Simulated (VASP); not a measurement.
# RbIr (CsCl type) (Pm-3m) in VASP: single point with PBE

Aim: the single point of RbIr (CsCl type) with PBE.

Everything below comes from runs of VASP 6.6.1. Logs are shortened: lines on timing, memory, paths and dates and some standing lists are left out, and cuts for length are marked.

## Step 1: The cell of the first run

Symmetry: Pm-3m, No. 221, cubic system. Conventional cell: a = 3.873 Å, b = 3.873 Å, c = 3.873 Å, α = 90.00°, β = 90.00°, γ = 90.00°. Within 4.4 Å of Rb (site symmetry m-3m) lie 8 Ir at 3.35 Å and 6 Rb at 3.87 Å. Ir (site symmetry m-3m) has 8 Rb at 3.35 Å and 6 Ir at 3.87 Å within 4.4 Å.

## Step 2: Single point, PBE, non-collinear spin, zero start, spin-orbit coupling

File INCAR:

```
PREC     = Accurate       # precision mode
ENCUT    = 520            # plane-wave cutoff, eV
EDIFF    = 1E-6           # SCF threshold, eV
ISMEAR   = -1             # smearing method
SIGMA    = 0.05           # smearing width, eV
LREAL    = F              # projectors in reciprocal space
LASPH    = T              # aspherical terms in the spheres
NELM     = 150            # most SCF steps
ALGO     = Normal         # electronic algorithm
ISIF     = 2              # what is computed and relaxed
LWAVE    = F              # write WAVECAR
LCHARG   = T              # write CHGCAR
MAGMOM   = 0 0 0 0 0 0    # initial moments
LORBIT   = 11             # projections on sites
LSORBIT  = T              # spin-orbit coupling
GGA_COMPAT= F            
LORBMOM  = T            
LMAXMIX  = 4              # l up to which the mixer works
GGA      = PE             # functional
LVHAR    = T            
NBANDS   = 30             # bands
```

File KPOINTS:

```
Automatic mesh
0
Gamma
  9 9 9
```

File POSCAR:

```
RbIr
1.0
    3.8725235254      0.0000000000      0.0000000000
    0.0000000000      3.8725235254      0.0000000000
    0.0000000000      0.0000000000      3.8725235254
Rb Ir
1 1
Direct
    0.0000000000      0.0000000000      0.0000000000
    0.5000000000      0.5000000000      0.5000000000
```

Potentials or basis: VASP PAW PBE potentials, release 64 (Rb_sv, Ir).

Command:

```bash
cat potpaw_PBE.64/Rb_sv/POTCAR potpaw_PBE.64/Ir/POTCAR > POTCAR
mpirun -np 1 vasp_ncl > vasp.out
```

OUTCAR:

```text
PREC = Accurate
   ENCUT = 520
   EDIFF = 1E-6
   ISMEAR = -1
   LREAL = F
   LASPH = T
   NELM = 150
   ISIF = 2
   LORBIT = 11
   LSORBIT = T
   GGA = PE

 ion  position               nearest neighbor table
   1  0.000  0.000  0.000-   2 3.35   2 3.35   2 3.35   2 3.35   2 3.35   2 3.35   2 3.35   2 3.35

   2  0.500  0.500  0.500-   1 3.35   1 3.35   1 3.35   1 3.35   1 3.35   1 3.35   1 3.35   1 3.35

  LATTYP: Found a simple cubic cell.
 ALAT       =     3.8725235254

  Lattice vectors:

 A1 = (   3.8725235254,   0.0000000000,   0.0000000000)
 A2 = (   0.0000000000,   3.8725235254,   0.0000000000)
 A3 = (   0.0000000000,   0.0000000000,   3.8725235254)

Analysis of symmetry for initial positions (statically):
=====================================================================
 Subroutine PRICEL returns:
 Original cell was already a primitive cell.

 Routine SETGRP: Setting up the symmetry group for a
 simple cubic supercell.

 Subroutine GETGRP returns: Found 48 space group operations
 (whereof 48 operations were pure point group operations)
 out of a pool of 48 trial point group operations.

The static configuration has the point symmetry O_h .

Analysis of symmetry for dynamics (positions and initial velocities):
=====================================================================
 Subroutine PRICEL returns:
 Original cell was already a primitive cell.

 Routine SETGRP: Setting up the symmetry group for a
 simple cubic supercell.

 Subroutine GETGRP returns: Found 48 space group operations
 (whereof 48 operations were pure point group operations)
 out of a pool of 48 trial point group operations.

The dynamic configuration has the point symmetry O_h .

Analysis of structural, dynamic, and magnetic symmetry:
=====================================================================
 Subroutine PRICEL returns:
 Original cell was already a primitive cell.

 Routine SETGRP: Setting up the symmetry group for a
 simple cubic supercell.

 Subroutine GETGRP returns: Found 48 space group operations
 (whereof 48 operations were pure point group operations)
 out of a pool of 48 trial point group operations.

The overall configuration has the point symmetry O_h .

 Subroutine INISYM returns: Found 48 space group operations
 (whereof 48 operations are pure point group operations),
 and found     1 'primitive' translations

----------------------------------------------------------------------------------------

                                     Primitive cell

  volume of cell :      58.0741

  direct lattice vectors                    reciprocal lattice vectors
     3.872523525  0.000000000  0.000000000     0.258229548  0.000000000  0.000000000
     0.000000000  3.872523525  0.000000000     0.000000000  0.258229548  0.000000000
     0.000000000  0.000000000  3.872523525     0.000000000  0.000000000  0.258229548

  length of vectors
     3.872523525  3.872523525  3.872523525     0.258229548  0.258229548  0.258229548

  position of ions in fractional coordinates (direct lattice)
     0.000000000  0.000000000  0.000000000
     0.500000000  0.500000000  0.500000000

  ion indices of the primitive-cell ions
   primitive index   ion index
                 1           1
                 2           2

----------------------------------------------------------------------------------------

 KPOINTS: Automatic mesh

Automatic generation of k-mesh.
 Grid dimensions read from file:
 generate k-points for:    9    9    9

 Generating k-lattice:

  Cartesian coordinates                     Fractional coordinates (reciprocal lattice)
     0.028692172  0.000000000  0.000000000     0.111111111  0.000000000  0.000000000
     0.000000000  0.028692172  0.000000000     0.000000000  0.111111111  0.000000000
[... 99 lines left out ...]
 number of electron      17.9999999 magnetization      -0.0000000      0.0000000      0.0000000

 number of electron      17.9999999 magnetization       0.0000000     -0.0000000     -0.0000000

 Free energy of the ion-electron system (eV)
  ---------------------------------------------------
  ext. energy  EPLUGINS =         0.00000000
  ---------------------------------------------------
  free energy    TOTEN  =        -6.51656384 eV

  energy without entropy =       -6.46916964  energy(sigma->0) =       -6.49286674

 E-fermi :   1.7189     XC(G=0):  -9.4568

 val. band max:        1.6983357223   @ k =   0.4444   0.1111   0.0000
 cond. band min:       1.7306460688   @ k =   0.3333   0.2222   0.0000
 fundamental gap:      0.0323103465
 Fermi energy:         1.7189470201

 k-point     1 :       0.0000    0.0000    0.0000
  band No.  band energies     occupation
      1     -24.1599      1.00000
      2     -24.1599      1.00000
      3      -8.6859      1.00000
      4      -8.6859      1.00000
      5      -7.8140      1.00000
      6      -7.8140      1.00000
[... 781 lines left out ...]
     29      10.8617      0.00000
     30      10.8617      0.00000

 [... further k-points ...]

------------------------ aborting loop because EDIFF is reached ----------------------------------------

  FORCE on cell =-STRESS in cart. coord.  units (eV):
  Direction    XX          YY          ZZ          XY          YZ          ZX
  --------------------------------------------------------------------------------------
  -------------------------------------------------------------------------------------
  Total        0.0431617      0.0431617      0.0431617     -0.0000000     -0.0000000      0.0000000
  in kB        1.1907669      1.1907669      1.1907669     -0.0000000     -0.0000000      0.0000000
  external PRESSURE =       1.1907669 kB  Pullay stress =       0.0000000 kB

 VOLUME and BASIS-vectors are now :
 -----------------------------------------------------------------------------
  energy-cutoff  :      520.00
  volume of cell :       58.07
      direct lattice vectors                 reciprocal lattice vectors
     3.872523525  0.000000000  0.000000000     0.258229548  0.000000000  0.000000000
     0.000000000  3.872523525  0.000000000     0.000000000  0.258229548  0.000000000
     0.000000000  0.000000000  3.872523525     0.000000000  0.000000000  0.258229548

 POSITION                                       TOTAL-FORCE (eV/Angst)
 -----------------------------------------------------------------------------------
      0.00000      0.00000      0.00000         0.000000      0.000000      0.000000
      1.93626      1.93626      1.93626         0.000000      0.000000      0.000000
 -----------------------------------------------------------------------------------
    total drift:                                0.000000      0.000000      0.000000

  FREE ENERGIE OF THE ION-ELECTRON SYSTEM (eV)
  ---------------------------------------------------
  free  energy   TOTEN  =        -6.5165638435 eV

  energy  without entropy=       -6.4691696366  energy(sigma->0) =       -6.49286674

 orbital moment (x)

 # of ion     p       d       tot
 ----------------------------------------
  1        -0.000  -0.000  -0.000
  2         0.000  -0.000  -0.000
 ----------------------------------------
           -0.000  -0.000  -0.000

 orbital moment (y)

 # of ion     p       d       tot
 ----------------------------------------
  1        -0.000  -0.000  -0.000
  2        -0.000  -0.000  -0.000
 ----------------------------------------
           -0.000  -0.000  -0.000

 orbital moment (z)

 # of ion     p       d       tot
 ----------------------------------------
  1         0.000   0.000   0.000
  2         0.000   0.000   0.000
 ----------------------------------------
            0.000   0.000   0.000

 Spin-Orbit-Coupling matrix elements

 Ion:    1  E_soc:     -0.0619479
 l=   1
     0.0000000    -0.0102509    -0.0102509
    -0.0102509     0.0000000    -0.0102509
    -0.0102509    -0.0102509     0.0000000
 l=   2
     0.0000000    -0.0000375     0.0000000    -0.0000375    -0.0000363
    -0.0000375     0.0000000    -0.0000272    -0.0000375    -0.0000091
     0.0000000    -0.0000272     0.0000000    -0.0000272     0.0000000
    -0.0000375    -0.0000375    -0.0000272     0.0000000    -0.0000091
    -0.0000363    -0.0000091     0.0000000    -0.0000091     0.0000000
 l=   3
     0.0000000     0.0000000     0.0000000     0.0000000     0.0000000     0.0000000     0.0000000
     0.0000000     0.0000000     0.0000000     0.0000000     0.0000000     0.0000000     0.0000000
     0.0000000     0.0000000     0.0000000     0.0000000     0.0000000     0.0000000     0.0000000
     0.0000000     0.0000000     0.0000000     0.0000000     0.0000000     0.0000000     0.0000000
     0.0000000     0.0000000     0.0000000     0.0000000     0.0000000     0.0000000     0.0000000
     0.0000000     0.0000000     0.0000000     0.0000000     0.0000000     0.0000000     0.0000000
     0.0000000     0.0000000     0.0000000     0.0000000     0.0000000     0.0000000     0.0000000

 Ion:    2  E_soc:     -0.9968221
 l=   1
     0.0000000    -0.0046396    -0.0046396
    -0.0046396     0.0000000    -0.0046396
    -0.0046396    -0.0046396     0.0000000
 l=   2
     0.0000000    -0.0386271     0.0000000    -0.0386271    -0.1228703
    -0.0386271     0.0000000    -0.0921527    -0.0386271    -0.0307176
     0.0000000    -0.0921527     0.0000000    -0.0921527     0.0000000
    -0.0386271    -0.0386271    -0.0921527     0.0000000    -0.0307176
    -0.1228703    -0.0307176     0.0000000    -0.0307176     0.0000000
 l=   3
     0.0000000     0.0000000     0.0000000     0.0000000     0.0000000     0.0000000     0.0000000
     0.0000000     0.0000000     0.0000000     0.0000000     0.0000000     0.0000000     0.0000000
     0.0000000     0.0000000     0.0000000     0.0000000     0.0000000     0.0000000     0.0000000
     0.0000000     0.0000000     0.0000000     0.0000000     0.0000000     0.0000000     0.0000000
     0.0000000     0.0000000     0.0000000     0.0000000     0.0000000     0.0000000     0.0000000
     0.0000000     0.0000000     0.0000000     0.0000000     0.0000000     0.0000000     0.0000000
     0.0000000     0.0000000     0.0000000     0.0000000     0.0000000     0.0000000     0.0000000

 total charge

# of ion       s       p       d       tot
------------------------------------------
    1        1.962   5.310   0.071   7.343
    2        0.663   0.065   6.981   7.709
--------------------------------------------------
tot          2.625   5.375   7.052  15.052

 magnetization (x)

# of ion       s       p       d       tot
------------------------------------------
    1       -0.000   0.000   0.000  -0.000
    2        0.000   0.000   0.000   0.000
--------------------------------------------------
tot         -0.000   0.000   0.000   0.000

 magnetization (y)

# of ion       s       p       d       tot
------------------------------------------
    1       -0.000   0.000  -0.000  -0.000
    2       -0.000  -0.000   0.000  -0.000
--------------------------------------------------
tot         -0.000   0.000  -0.000  -0.000

 magnetization (z)

# of ion       s       p       d       tot
------------------------------------------
    1       -0.000   0.000   0.000  -0.000
    2       -0.000  -0.000   0.000   0.000
--------------------------------------------------
tot         -0.000   0.000   0.000   0.000
```

Run time: 75 s. Hardware: 1 thread of Oxide Virtual Turin-like, shared host; peak memory 0.29 GiB.

What came out:

- Free energy: -6.5166 eV
- Pressure: 0.1 GPa
- Net moment: 0.00 μB per cell
- Valence electrons inside the program's atomic spheres: Rb 7.34; Ir 7.71

Moments on the atoms (μB; x, y, z):
```
Rb  0.00 0.00 0.00
Ir  0.00 0.00 0.00
```
